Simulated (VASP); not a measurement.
# Al2InN3 (Cmc2_1) in VASP: a series of runs, part 2 of 2

VASP 6.6.1.

## Step 3: Single point, PBE (12.65 Å³/atom)

This run uses another cell than the first one, of 12.65 Å³/atom.

Input file INCAR:

```
SYSTEM = Al2InN3
PREC     = Accurate       ! precision mode
ENCUT    = 520            ! plane-wave cutoff, eV
EDIFF    = 1E-7           ! SCF threshold, eV
ISMEAR   = 0              ! smearing method
SIGMA    = 0.05           ! smearing width, eV
LREAL    = .False.        ! projectors in reciprocal space
LASPH    = .True.         ! aspherical terms in the spheres
NELM     = 60             ! most SCF steps
ALGO     = Normal         ! electronic algorithm
ISIF     = 2              ! what is computed and relaxed
LWAVE    = .False.        ! write WAVECAR
LCHARG   = .False.        ! write CHGCAR
GGA      = PE             ! functional
NBANDS   = 46             ! bands
```

Input file KPOINTS:

```
regular mesh
0
Gamma
  6 6 6
  0 0 0
```

Input file POSCAR:

```
Al2InN3
1.0
    4.8498160361     -3.0220528835      0.0000000000
    4.8498160361      3.0220528835      0.0000000000
    0.0000000000      0.0000000000      5.1778060931
Al In N
4 2 6
Direct
    0.0084427086      0.3348641725      0.9917411822
    0.6651358275      0.9915572914      0.9917411822
    0.9915572914      0.6651358275      0.4917411822
    0.3348641725      0.0084427086      0.4917411822
    0.3220722962      0.6779277038      0.9869930315
    0.6779277038      0.3220722962      0.4869930315
    0.0367610679      0.3336262977      0.3556963910
    0.6663737023      0.9632389321      0.3556963910
    0.9632389321      0.6663737023      0.8556963910
    0.3336262977      0.0367610679      0.8556963910
    0.2982358752      0.7017641248      0.4061317922
    0.7017641248      0.2982358752      0.9061317922
```

Potentials or basis: VASP PAW PBE potentials, release 64 (Al, In_d, N).

Launch:

```
> cat potpaw_PBE.64/Al/POTCAR potpaw_PBE.64/In_d/POTCAR potpaw_PBE.64/N/POTCAR > POTCAR
> mpirun -np 1 vasp_std > vasp.out
```

OUTCAR:

```text
SYSTEM = Al2InN3
   PREC = Accurate
   ENCUT = 520
   EDIFF = 1E-7
   ISMEAR = 0
   LREAL = .False.
   LASPH = .True.
   NELM = 60
   ISIF = 2
   GGA = PE

 ion  position               nearest neighbor table
   1  0.008  0.335  0.992-   7 1.89  12 1.91   9 1.93  10 2.02   3 3.18   3 3.18   5 3.19   6 3.20
                             6 3.24   4 3.25   4 3.25   2 3.33   5 3.37   5 3.53
   2  0.665  0.992  0.992-   8 1.89  12 1.91  10 1.93   9 2.02   4 3.18   4 3.18   5 3.19   6 3.20
                             6 3.24   3 3.25   3 3.25   1 3.33   5 3.37   5 3.53
   3  0.992  0.665  0.492-   9 1.89  11 1.91   7 1.93   8 2.02   1 3.18   1 3.18   6 3.19   5 3.20
                             5 3.24   2 3.25   2 3.25   4 3.33   6 3.37   6 3.53
   4  0.335  0.008  0.492-  10 1.89  11 1.91   8 1.93   7 2.02   2 3.18   2 3.18   6 3.19   5 3.20
                             5 3.24   1 3.25   1 3.25   3 3.33   6 3.37   6 3.53
   5  0.322  0.678  0.987-  11 2.17  10 2.19   9 2.19  12 2.33   1 3.19   2 3.19   3 3.20   4 3.20
                             3 3.24   4 3.24   6 3.37   6 3.37   1 3.37   2 3.37   2 3.53   1 3.53
   6  0.678  0.322  0.487-  12 2.17   8 2.19   7 2.19  11 2.33   3 3.19   4 3.19   1 3.20   2 3.20
                             1 3.24   2 3.24   5 3.37   5 3.37   4 3.37   3 3.37   4 3.53   3 3.53
   7  0.037  0.334  0.356-   1 1.89   3 1.93   4 2.02   6 2.19
[... 1395 lines left out ...]

 [... further k-points ...]
[... 5 lines left out ...]
  --------------------------------------------------------------------------------------
  -------------------------------------------------------------------------------------
  Total        0.5882876    -17.4236700      1.7996490      0.0000000      0.0000000      0.0000000
  in kB        6.2100798   -183.9276905     18.9974486      0.0000000      0.0000000      0.0000000
  external PRESSURE =     -52.9067207 kB  Pullay stress =       0.0000000 kB

 VOLUME and BASIS-vectors are now :
 -----------------------------------------------------------------------------
  energy-cutoff  :      520.00
  volume of cell :      151.78
      direct lattice vectors                 reciprocal lattice vectors
     4.849816036 -3.022052883  0.000000000     0.103096694 -0.165450447  0.000000000
     4.849816036  3.022052883  0.000000000     0.103096694  0.165450447  0.000000000
     0.000000000  0.000000000  5.177806093     0.000000000  0.000000000  0.193131991

 POSITION                                       TOTAL-FORCE (eV/Angst)
 -----------------------------------------------------------------------------------
      1.66498      0.98646      5.13504         0.054187     -0.286663     -0.357012
      8.03466      0.98646      5.13504        -0.054187     -0.286663     -0.357012
      8.03466     -0.98646      2.54614        -0.054187      0.286663     -0.357012
      1.66498     -0.98646      2.54614         0.054187      0.286663     -0.357012
      4.84982      1.07541      5.11046         0.000000     -0.432308     -0.250773
      4.84982     -1.07541      2.52156         0.000000      0.432308     -0.250773
      1.79631      0.89714      1.84173         0.125041     -0.446770      0.408436
      7.90332      0.89714      1.84173        -0.125041     -0.446770      0.408436
      7.90332     -0.89714      4.43063        -0.125041      0.446770      0.408436
      1.79631     -0.89714      4.43063         0.125041      0.446770      0.408436
      4.84982      1.21948      2.10287         0.000000     -0.346212      0.147926
      4.84982     -1.21948      4.69177         0.000000      0.346212      0.147926
 -----------------------------------------------------------------------------------
    total drift:                               -0.000000      0.000000      0.000228

  FREE ENERGIE OF THE ION-ELECTRON SYSTEM (eV)
  ---------------------------------------------------
  free  energy   TOTEN  =       -80.2104068996 eV

  energy  without entropy=      -80.2104068996  energy(sigma->0) =      -80.21040690
```

stdout:

```text
POSCAR found type information on POSCAR AlInN
 POSCAR found :  3 types and      12 ions
 scaLAPACK will be used
 LDA part: xc-table for (Slater+PW92), standard interpolation
 POSCAR, INCAR and KPOINTS ok, starting setup
 FFT: planning ... GRIDC
 FFT: planning ... GRID_SOFT
 FFT: planning ... GRID
 WAVECAR not read
 entering main loop
```

Run time: 7.8 min. Hardware: 1 thread of Oxide Virtual Turin-like, shared host; peak memory 0.4 GiB.

Results:

| Item | Value |
| --- | --- |
| Free energy | -80.2104 eV |
| Pressure | -5.3 GPa |
| Largest force | 0.618 eV/Å |
| Band gap on the k mesh | 1.84 eV |

Forces on the atoms (eV/Å):
```
Al   0.054 -0.287 -0.357
Al  -0.054 -0.287 -0.357
Al  -0.054  0.287 -0.357
Al   0.054  0.287 -0.357
In   0.000 -0.432 -0.251
In   0.000  0.432 -0.251
N    0.125 -0.447  0.408
N   -0.125 -0.447  0.408
N   -0.125  0.447  0.408
N    0.125  0.447  0.408
N    0.000 -0.346  0.148
N    0.000  0.346  0.148
```

Stress tensor (GPa, compression positive):
```
  0.62   0.00   0.00
  0.00 -18.39   0.00
  0.00   0.00   1.90
```

Levels at points of the mesh, in eV from the valence-band top:
| k point | band 31 | band 32 | band 33 | band 34 | band 35 | band 36 | band 37 | band 38 |
| --- | --- | --- | --- | --- | --- | --- | --- | --- |
| (0.00, 0.00, 0.00) | -0.60 | -0.28 | 0.00 | 0.00 | 1.84 | 3.81 | 5.34 | 5.45 |
| (0.50, 0.00, 0.00) | -0.68 | -0.67 | -0.61 | -0.41 | 3.80 | 3.90 | 5.50 | 5.64 |
| (0.50, 0.50, 0.00) | -0.62 | -0.60 | -0.48 | -0.18 | 3.83 | 4.41 | 4.88 | 6.09 |
| (0.00, 0.00, 0.50) | -0.36 | -0.36 | -0.15 | -0.15 | 3.83 | 3.83 | 6.49 | 6.49 |
| (0.50, 0.00, 0.50) | -1.00 | -1.00 | -0.42 | -0.42 | 4.11 | 4.11 | 5.30 | 5.30 |
| (0.50, 0.50, 0.50) | -0.81 | -0.81 | -0.52 | -0.52 | 4.51 | 4.51 | 5.35 | 5.35 |

Caveat: the stress differs along the axes, from -18 to 2 GPa; spin-orbit coupling is left out, which moves the levels of the heavy elements.
